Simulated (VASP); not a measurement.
# TiAl3 (I4/mmm) in VASP: a series of runs

Aim: see how the results for TiAl3 move with the level of theory and the settings. Levels: PBE, LDA. Tasks: single point.

Everything below comes from runs of VASP 6.6.1. Logs are shortened: lines on timing, memory, paths and dates and some standing lists are left out, and cuts for length are marked.

**1. The cell of the first run**

The structure is tetragonal, space group I4/mmm (No. 139). Conventional cell: a = 3.922 Å, b = 3.922 Å, c = 8.551 Å, α = 90.00°, β = 90.00°, γ = 90.00°. Within 3.7 Å of Ti (site symmetry 4/mmm) lie 12 Al at 2.77 to 2.90 Å. Al (site symmetry 4/mmm) has 4 Ti at 2.77 Å and 8 Al at 2.90 Å within 3.7 Å. Within 3.7 Å of Al (site symmetry -4m2) lie 8 Al at 2.77 to 2.90 Å and 4 Ti at 2.90 Å.

**2. Single point, PBE (biaxial strain in the a-b plane: +2.0 %, then relaxed in part)**

Input file INCAR:

```
SYSTEM = TiAl3
  PREC = Accurate
  ENCUT = 520
  EDIFF = 1E-6
  ISMEAR = 0
  SIGMA = 0.1
  LREAL = .FALSE.
  LASPH = .TRUE.
  NELM = 80
  ALGO = Fast
  ISIF = 2
  LWAVE = .FALSE.
  LCHARG = .FALSE.
  GGA = PE
  NBANDS = 31
```

Input file KPOINTS:

```
regular mesh
0
G
  10 10 4
  0 0 0
```

Input file POSCAR:

```
TiAl3
1.0
    3.9222537959      0.0000000000      0.0000000000
    0.0000000000      3.9222537959      0.0000000000
    0.0000000000      0.0000000000      8.5513752326
Ti Al
2 6
Direct
    0.0000000000      0.0000000000      0.0000000000
    0.5000000000      0.5000000000      0.5000000000
    0.5000000000      0.5000000000      0.0000000000
    0.0000000000      0.5000000000      0.2500000000
    0.5000000000      0.0000000000      0.2500000000
    0.0000000000      0.0000000000      0.5000000000
    0.5000000000      0.0000000000      0.7500000000
    0.0000000000      0.5000000000      0.7500000000
```

Potentials or basis: VASP PAW PBE potentials, release 64 (Ti_sv, Al).

Command:

```sh
> cat potpaw_PBE.64/Ti_sv/POTCAR potpaw_PBE.64/Al/POTCAR > POTCAR
> mpirun -np 1 vasp_std > vasp.out
```

OUTCAR:

```text
SYSTEM = TiAl3
   PREC = Accurate
   ENCUT = 520
   EDIFF = 1E-6
   ISMEAR = 0
   LREAL = .FALSE.
   LASPH = .TRUE.
   NELM = 80
   ISIF = 2
   GGA = PE

 ion  position               nearest neighbor table
   1  0.000  0.000  0.000-   3 2.77   3 2.77   3 2.77   3 2.77   8 2.90   4 2.90   4 2.90   8 2.90
                             5 2.90   5 2.90   7 2.90   7 2.90
   2  0.500  0.500  0.500-   6 2.77   6 2.77   6 2.77   6 2.77   8 2.90   5 2.90   5 2.90   7 2.90
                             4 2.90   4 2.90   8 2.90   7 2.90
   3  0.500  0.500  0.000-   1 2.77   1 2.77   1 2.77   1 2.77   8 2.90   4 2.90   5 2.90   7 2.90
                             5 2.90   4 2.90   8 2.90   7 2.90
   4  0.000  0.500  0.250-   5 2.77   5 2.77   5 2.77   5 2.77   6 2.90   1 2.90   2 2.90   6 2.90
                             2 2.90   3 2.90   3 2.90   1 2.90
   5  0.500  0.000  0.250-   4 2.77   4 2.77   4 2.77   4 2.77   6 2.90   2 2.90   3 2.90   2 2.90
                             1 2.90   3 2.90   6 2.90   1 2.90
   6  0.000  0.000  0.500-   2 2.77   2 2.77   2 2.77   2 2.77   8 2.90   4 2.90   4 2.90   8 2.90
                             5 2.90   5 2.90   7 2.90   7 2.90
   7  0.500  0.000  0.750-   8 2.77   8 2.77   8 2.77   8 2.77   1 2.90   2 2.90   3 2.90   2 2.90
                             1 2.90   6 2.90   3 2.90   6 2.90
   8  0.000  0.500  0.750-   7 2.77   7 2.77   7 2.77   7 2.77   1 2.90   1 2.90   6 2.90   2 2.90
                             2 2.90   3 2.90   3 2.90   6 2.90

  LATTYP: Found a simple tetragonal cell.
 ALAT       =     3.9222537959
 C/A-ratio  =     2.1802197608

  Lattice vectors:

 A1 = (   3.9222537959,   0.0000000000,   0.0000000000)
 A2 = (   0.0000000000,   3.9222537959,   0.0000000000)
 A3 = (   0.0000000000,   0.0000000000,   8.5513752326)

Analysis of symmetry for initial positions (statically):
=====================================================================
 Subroutine PRICEL returns following result:

  LATTYP: Found a body centered tetragonal cell.
 ALAT       =     3.9222537959
 C/A-ratio  =     2.1802197608

  Lattice vectors:

 A1 = (   1.9611268980,  -1.9611268979,  -4.2756876163)
 A2 = (  -1.9611268980,   1.9611268979,  -4.2756876163)
 A3 = (   1.9611268980,   1.9611268980,   4.2756876163)

   2 primitive cells build up your supercell.

 Routine SETGRP: Setting up the symmetry group for a
 simple tetragonal supercell.

 Subroutine GETGRP returns: Found 16 space group operations
 (whereof 16 operations were pure point group operations)
 out of a pool of 16 trial point group operations.

The static configuration has the point symmetry D_4h.

Analysis of symmetry for dynamics (positions and initial velocities):
=====================================================================
 Subroutine PRICEL returns following result:

  LATTYP: Found a body centered tetragonal cell.
 ALAT       =     3.9222537959
 C/A-ratio  =     2.1802197608

  Lattice vectors:

 A1 = (   1.9611268980,  -1.9611268979,  -4.2756876163)
 A2 = (  -1.9611268980,   1.9611268979,  -4.2756876163)
 A3 = (   1.9611268980,   1.9611268980,   4.2756876163)

   2 primitive cells build up your supercell.

 Routine SETGRP: Setting up the symmetry group for a
 simple tetragonal supercell.

 Subroutine GETGRP returns: Found 16 space group operations
 (whereof 16 operations were pure point group operations)
 out of a pool of 16 trial point group operations.

The dynamic configuration has the point symmetry D_4h.

 Subroutine INISYM returns: Found 16 space group operations
 (whereof 16 operations are pure point group operations),
 and found     2 'primitive' translations

----------------------------------------------------------------------------------------

                                     Primitive cell

  volume of cell :      65.7775

  direct lattice vectors                    reciprocal lattice vectors
     1.961126898 -1.961126898 -4.275687616     0.254955455  0.000000000 -0.116940255
    -1.961126898  1.961126898 -4.275687616    -0.000000000  0.254955455 -0.116940255
     1.961126898  1.961126898  4.275687616     0.254955455  0.254955455 -0.000000000

  length of vectors
     5.096424434  5.096424434  5.096424434     0.280494754  0.280494754  0.360561462

  position of ions in fractional coordinates (direct lattice)
     0.000000000  0.000000000  0.000000000
     0.500000000  0.500000000  1.000000000
     0.750000000  0.250000000  0.500000000
     0.250000000  0.750000000  0.500000000

  ion indices of the primitive-cell ions
   primitive index   ion index
                 1           1
                 2           6
                 3           4
                 4           5

----------------------------------------------------------------------------------------

 KPOINTS: regular mesh

Automatic generation of k-mesh.
 Grid dimensions read from file:
 generate k-points for:   10   10    4

 Generating k-lattice:

  Cartesian coordinates                     Fractional coordinates (reciprocal lattice)
     0.025495545  0.000000000  0.000000000     0.100000000  0.000000000  0.000000000
     0.000000000  0.025495545  0.000000000     0.000000000  0.100000000  0.000000000
     0.000000000  0.000000000  0.029235064     0.000000000  0.000000000  0.250000000

  Length of vectors
     0.025495545  0.025495545  0.029235064

  Shift w.r.t. Gamma in fractional coordinates (k-lattice)
     0.000000000  0.000000000  0.000000000

 Subroutine IBZKPT returns following result:
 ===========================================

 Found     63 irreducible k-points:

 Following reciprocal coordinates:
            Coordinates               Weight
  0.000000  0.000000  0.000000      1.000000
  0.100000  0.000000  0.000000      4.000000
  0.200000  0.000000  0.000000      4.000000
  0.300000  0.000000  0.000000      4.000000
  0.400000  0.000000  0.000000      4.000000
  0.500000  0.000000  0.000000      2.000000
[... 16 lines left out ...]
  0.100000  0.000000  0.250000      8.000000
  0.200000  0.000000  0.250000      8.000000
 [... further k-points ...]
   k-points           NKPTS =     63   k-points in BZ     NKDIM =     63   number of bands    NBANDS=     31
   number of dos      NEDOS =    301   number of ions     NIONS =      8
   total plane-waves  NPLWV =  57600
   dimension x,y,z NGX =    30 NGY =   30 NGZ =   64
   dimension x,y,z NGXF=    60 NGYF=   60 NGZF=  128
   ions per type =               2   6
   NGX,Y,Z   is equivalent  to a cutoff of  12.72, 12.72, 12.44 a.u.
   NGXF,Y,Z  is equivalent  to a cutoff of  25.43, 25.43, 24.88 a.u.
 SYSTEM =  TiAl3
   PREC   = accura    normal or accurate (medium, high low for compatibility)
   ISTART =      0    job   : 0-new  1-cont  2-samecut
   ICHARG =      2    charge: 1-file 2-atom 10-const
   ISPIN  =      1    spin polarized calculation?
   LNONCOLLINEAR =      F non collinear calculations
   LSORBIT =      F    spin-orbit coupling
   LASPH  =      T    aspherical Exc in radial PAW
   ENCUT  =  520.0 eV  38.22 Ry    6.18 a.u.   7.29  7.29 15.90*2*pi/ulx,y,z
   NELM   =     80;   NELMIN=  2; NELMDL= -5     # of ELM steps
   EDIFF  = 0.1E-05   stopping-criterion for ELM
   LREAL  =      F    real-space projection
   EDIFFG = 0.1E-04   stopping-criterion for IOM
   NSW    =      0    number of steps for IOM
   IBRION =     -1    ionic relax: 0-MD 1-quasi-New 2-CG
   NFREE  =      0    steps in history (QN), initial steepest desc. (CG)
   ISIF   =      2    stress and relaxation
   ISYM   =      2    0-nonsym 1-usesym 2-fastsym
   POTIM  = 0.5000    time-step for ionic-motion
   TEBEG  =    0.0;   TEEND  =   0.0 temperature during run
   PSTRESS=    0.0 pullay stress
   NELECT =      42.0000    total number of electrons
   NUPDOWN=      -1.0000    fix difference up-down
   EMIN   =  10.00;   EMAX   =-10.00  energy-range for DOS
   EFERMI =   0.00;   METHOD = LEGACY
   ISMEAR =     0;   SIGMA  =   0.10  broadening in eV -4-tet -1-fermi 0-gaus
   EFERMI_NEDOS =   21; number of points for ismear=-14 and -15
   IALGO  =     68    algorithm
   IMIX   =      4    mixing-type and parameters
     AMIX     =   0.40;   BMIX     =  1.00
     AMIX_MAG =   1.60;   BMIX_MAG =  1.00
  volume/ion in A,a.u.               =      16.44       110.97
  Fermi-wavevector in a.u.,A,eV,Ry     =   1.118894  2.114402 17.033447  1.251923
  Thomas-Fermi vector in A             =   2.255528
   LORBIT       =      0    0 simple, 1 ext, 2 COOP (PROOUT), +10 PAW based schemes
   GGA     = PE    functional components
   LHFCALC =     F    Hartree Fock is set to
   AEXX    =    0.0000 exact exchange contribution
   IVDW    =     0    specifies the selected vdW correction
   LEPSILON=     F    determine dielectric tensor
   LRPA    =     F    only Hartree local field effects (RPA)
 non-spin polarized calculation
 RMM-DIIS sequential band-by-band and
 Gauss-broadening in eV      SIGMA  =   0.10
  energy-cutoff  :      520.00
  volume of cell :      131.55
 maximum number of plane-waves:      3576
 NGX is ok and might be reduce to    30

 number of electron      41.9999997 magnetization

 Free energy of the ion-electron system (eV)
  ---------------------------------------------------
  ext. energy  EPLUGINS =         0.00000000
  ---------------------------------------------------
  free energy    TOTEN  =       -41.25108619 eV

  energy without entropy =      -41.22966669  energy(sigma->0) =      -41.24037644

 E-fermi :   7.8546     XC(G=0): -10.5938

 val. band max:        7.8529591340   @ k =   0.2000   0.0000   0.2500
 cond. band min:       7.8788233890   @ k =   0.3000   0.1000   0.5000
 fundamental gap:      0.0258642550
 Fermi energy:         7.8545901481

 k-point     1 :       0.0000    0.0000    0.0000
  band No.  band energies     occupation
      1     -48.7342      2.00000
      2     -48.7342      2.00000
      3     -25.0448      2.00000
      4     -25.0448      2.00000
      5     -25.0445      2.00000
      6     -25.0445      2.00000
[... 23 lines left out ...]
     30      11.5168      0.00000
     31      11.5232      0.00000

 k-point     2 :       0.1000    0.0000    0.0000
  band No.  band energies     occupation
      1     -48.7342      2.00000
      2     -48.7341      2.00000
      3     -25.0467      2.00000
      4     -25.0464      2.00000
      5     -25.0446      2.00000
      6     -25.0444      2.00000
[... 23 lines left out ...]
     30      11.5055      0.00000
     31      12.1140      0.00000

 k-point     3 :       0.2000    0.0000    0.0000
  band No.  band energies     occupation
      1     -48.7340      2.00000
      2     -48.7339      2.00000
      3     -25.0516      2.00000
      4     -25.0514      2.00000
      5     -25.0443      2.00000
      6     -25.0440      2.00000
[... 23 lines left out ...]
     30      11.4661      0.00000
     31      11.4687      0.00000

 k-point     4 :       0.3000    0.0000    0.0000
  band No.  band energies     occupation
      1     -48.7337      2.00000
      2     -48.7337      2.00000
      3     -25.0577      2.00000
      4     -25.0576      2.00000
      5     -25.0438      2.00000
      6     -25.0436      2.00000
[... 635 lines left out ...]
     30      11.7260      0.00000
     31      11.7581      0.00000

 k-point    23 :       0.1000    0.0000    0.2500
  band No.  band energies     occupation
      1     -48.7342      2.00000
      2     -48.7341      2.00000
      3     -25.0466      2.00000
      4     -25.0465      2.00000
      5     -25.0446      2.00000
      6     -25.0444      2.00000
[... 23 lines left out ...]
     30      11.7595      0.00000
     31      11.8488      0.00000

 k-point    24 :       0.2000    0.0000    0.2500
  band No.  band energies     occupation
      1     -48.7339      2.00000
      2     -48.7339      2.00000
      3     -25.0516      2.00000
      4     -25.0515      2.00000
      5     -25.0442      2.00000
      6     -25.0441      2.00000
[... 23 lines left out ...]
     30      11.4527      0.00000
     31      11.9388      0.00000

 [... further k-points ...]

------------------------ aborting loop because EDIFF is reached ----------------------------------------

  FORCE on cell =-STRESS in cart. coord.  units (eV):
  Direction    XX          YY          ZZ          XY          YZ          ZX
  --------------------------------------------------------------------------------------
  -------------------------------------------------------------------------------------
  Total       -3.8923443     -3.8923443     -0.0160392      0.0000000      0.0000000      0.0000000
  in kB      -47.4039443    -47.4039443     -0.1953377      0.0000000      0.0000000      0.0000000
  external PRESSURE =     -31.6677421 kB  Pullay stress =       0.0000000 kB

 VOLUME and BASIS-vectors are now :
 -----------------------------------------------------------------------------
  energy-cutoff  :      520.00
  volume of cell :      131.55
      direct lattice vectors                 reciprocal lattice vectors
     3.922253796  0.000000000  0.000000000     0.254955455  0.000000000  0.000000000
     0.000000000  3.922253796  0.000000000     0.000000000  0.254955455  0.000000000
     0.000000000  0.000000000  8.551375233     0.000000000  0.000000000  0.116940255

 POSITION                                       TOTAL-FORCE (eV/Angst)
 -----------------------------------------------------------------------------------
      0.00000      0.00000      0.00000        -0.000000     -0.000000     -0.000000
      1.96113      1.96113      4.27569         0.000000      0.000000      0.000000
      1.96113      1.96113      0.00000        -0.000000      0.000000     -0.000000
      0.00000      1.96113      2.13784         0.000000     -0.000000     -0.000000
      1.96113      0.00000      2.13784        -0.000000     -0.000000     -0.000000
      0.00000      0.00000      4.27569        -0.000000      0.000000     -0.000000
      1.96113      0.00000      6.41353         0.000000     -0.000000     -0.000000
      0.00000      1.96113      6.41353        -0.000000      0.000000     -0.000000
 -----------------------------------------------------------------------------------
    total drift:                                0.000000      0.000000      0.000000

  FREE ENERGIE OF THE ION-ELECTRON SYSTEM (eV)
  ---------------------------------------------------
  free  energy   TOTEN  =       -41.2510861920 eV

  energy  without entropy=      -41.2296666874  energy(sigma->0) =      -41.24037644
```

Run time: 8.6 min. Hardware: 1 thread of Intel Xeon Platinum 8375C at 2.90GHz (Ice Lake), shared host; peak memory 0.37 GiB.

What came out:

- Free energy: -41.2511 eV
- Pressure: -3.2 GPa
- Band gap on the k mesh: zero (bands 21 and 22 overlap by 1.98 eV)

Caveat: the cell differs from its parent crystal (biaxial strain in the a-b plane: +2.0 %, then relaxed in part); the cell stands under tension.

**3. Single point, PBE (equal strain along all axes, cell held: +3.0 %)**

Input file INCAR:

```
PREC = Accurate ; ENCUT = 520
EDIFF = 1E-6 ; ISMEAR = 0
SIGMA = 0.1 ; LREAL = F
LASPH = T ; NELM = 100
ALGO = Fast ; ISIF = 2
LWAVE = F ; LCHARG = T
GGA = PE ; LELF = T
LVHAR = T ; NBANDS = 31
```

Input file KPOINTS:

```
regular mesh
0
Gamma
  10 10 4
```

POSCAR: that of step 2 with these lines changed.

```diff
@@ -2,5 +2,5 @@
 1.0
-    3.9222537959      0.0000000000      0.0000000000
-    0.0000000000      3.9222537959      0.0000000000
-    0.0000000000      0.0000000000      8.5513752326
+    3.9607072643      0.0000000000      0.0000000000
+    0.0000000000      3.9607072643      0.0000000000
+    0.0000000000      0.0000000000      8.8814938803
 Ti Al
```

Potentials or basis: VASP PAW PBE potentials, release 64 (Ti_sv, Al).

Command:

```sh
> cat potpaw_PBE.64/Ti_sv/POTCAR potpaw_PBE.64/Al/POTCAR > POTCAR
> mpirun -np 1 vasp_std > vasp.out
```

Run time: 9.6 min. Hardware: 1 thread of AMD EPYC 9R45 (Zen 5), shared host; peak memory 0.35 GiB.

Results (log left out):

```
Free energy            : -41.0190 eV
Pressure               : -7.8 GPa
Band gap on the k mesh : zero (bands 21 and 22 overlap by 1.95 eV)
```

Stress tensor (GPa, compression positive):
```
-8.01  0.00  0.00
 0.00 -8.01  0.00
 0.00  0.00 -7.49
```

Levels at points of the mesh, in eV from the Fermi level:
| k point | band 19 | band 20 | band 21 | band 22 | band 23 | band 24 |
| --- | --- | --- | --- | --- | --- | --- |
| (0.00, 0.00, 0.00) | -0.92 | -0.18 | 0.67 | 0.67 | 0.75 | 0.84 |
| (0.50, 0.00, 0.00) | -0.92 | -0.92 | 0.24 | 0.24 | 1.57 | 1.57 |
| (0.50, 0.50, 0.00) | -2.13 | -2.13 | -0.87 | -0.87 | 1.53 | 1.53 |
| (0.00, 0.00, 0.50) | -0.24 | -0.24 | 0.79 | 0.79 | 1.06 | 1.06 |
| (0.50, 0.00, 0.50) | -0.20 | -0.20 | 0.46 | 0.46 | 1.57 | 1.57 |
| (0.50, 0.50, 0.50) | -1.71 | -1.71 | -1.16 | -1.16 | 0.79 | 0.79 |

Caveat: the cell differs from its parent crystal (equal strain along all axes, cell held: +3.0 %); the cell stands under tension.

**4. Single point, LDA**

This run uses another cell than the first one: it holds 4 atoms, not 8.

Input file INCAR:

```
SYSTEM = TiAl3
ALGO = Fast
EDIFF = 1E-7
ENCUT = 520
GGA = CA
ISIF = 2
ISMEAR = 0
LASPH = .True.
LCHARG = .False.
LREAL = .False.
LWAVE = .False.
NBANDS = 18
NELM = 80
PREC = Accurate
SIGMA = 0.1
```

Input file KPOINTS:

```
k-points
0
Gamma
  16 16 16
  0 0 0
```

Input file POSCAR:

```
TiAl3
1.0
   -1.9226734291      1.9226734291      4.3114047973
    1.9226734291     -1.9226734291      4.3114047973
    1.9226734291      1.9226734291     -4.3114047973
Ti Al
1 3
Direct
    0.0000000000      0.0000000000      0.0000000000
    0.5000000000      0.5000000000      0.0000000000
    0.7500000000      0.2500000000      0.5000000000
    0.2500000000      0.7500000000      0.5000000000
```

Potentials or basis: VASP PAW LDA potentials, release 64 (Ti_sv, Al).

Command:

```sh
> cat potpaw_LDA.64/Ti_sv/POTCAR potpaw_LDA.64/Al/POTCAR > POTCAR
> mpirun -np 1 vasp_std > vasp.out
```

Run time: 25 min. Hardware: 1 thread of AMD EPYC 7R13 (Zen 3), shared host; peak memory 0.46 GiB.

It converged, with:

| Quantity | Value |
| --- | --- |
| Free energy | -22.7463 eV |
| Pressure | -5.2 GPa |
| Band gap on the k mesh | zero (an odd number of electrons rules out a gap without spin polarisation) |

Stress tensor (GPa, compression positive):
```
-5.41  0.00  0.00
 0.00 -5.41  0.00
 0.00  0.00 -4.91
```

Levels at points of the mesh, in eV from the Fermi level:
| k point | band 7 | band 8 | band 9 | band 10 | band 11 | band 12 | band 13 | band 14 | band 15 | band 16 |
| --- | --- | --- | --- | --- | --- | --- | --- | --- | --- | --- |
| (0.00, 0.00, 0.00) | -2.56 | -1.38 | -1.20 | -1.20 | 0.81 | 1.75 | 1.75 | 2.27 | 2.31 | 3.69 |
| (0.50, 0.00, 0.00) | -3.54 | -2.93 | -1.04 | -0.26 | 0.48 | 1.72 | 2.09 | 2.66 | 3.16 | 4.41 |
| (0.50, 0.50, 0.00) | -4.36 | -3.67 | -2.62 | -2.18 | -0.97 | 1.71 | 1.85 | 2.70 | 2.78 | 3.08 |
| (0.50, 0.50, 0.50) | -1.98 | -0.89 | -0.89 | -0.22 | 0.68 | 0.68 | 0.93 | 3.06 | 4.52 | 6.00 |

Caveat: the cell stands under tension.

**5. Summary**

```tsv
level	potentials or basis	cell	k mesh	further INCAR settings	gap on the mesh (eV)	pressure (GPa)
PBE	VASP PAW PBE potentials, release 64 (Ti_sv, Al)	a = 3.922, b = 3.922, c = 8.551 Å, 8 atoms, atomic positions A	10 × 10 × 4	ALGO = Fast; EDIFF = 1e-06; NBANDS = 31	none	-3.2
PBE	VASP PAW PBE potentials, release 64 (Ti_sv, Al)	a = 3.961, b = 3.961, c = 8.881 Å, 8 atoms, atomic positions A	10 × 10 × 4	ALGO = Fast; EDIFF = 1e-06; NBANDS = 31	none	-7.8
LDA	VASP PAW LDA potentials, release 64 (Ti_sv, Al)	a = 5.097 Å, angles 135.7, 135.7, 64.5°, 4 atoms, atomic positions B	16 × 16 × 16	ALGO = Fast; EDIFF = 1e-07; NBANDS = 18	none	-5.2
```

Alike in all rows: task single point; no spin polarisation; cutoff (eV) 520; smearing gaussian 0.1 eV.

Caveats: the cell stands under tension.

Total energies depend on the potentials used, so only differences within one code and one set of settings carry meaning.
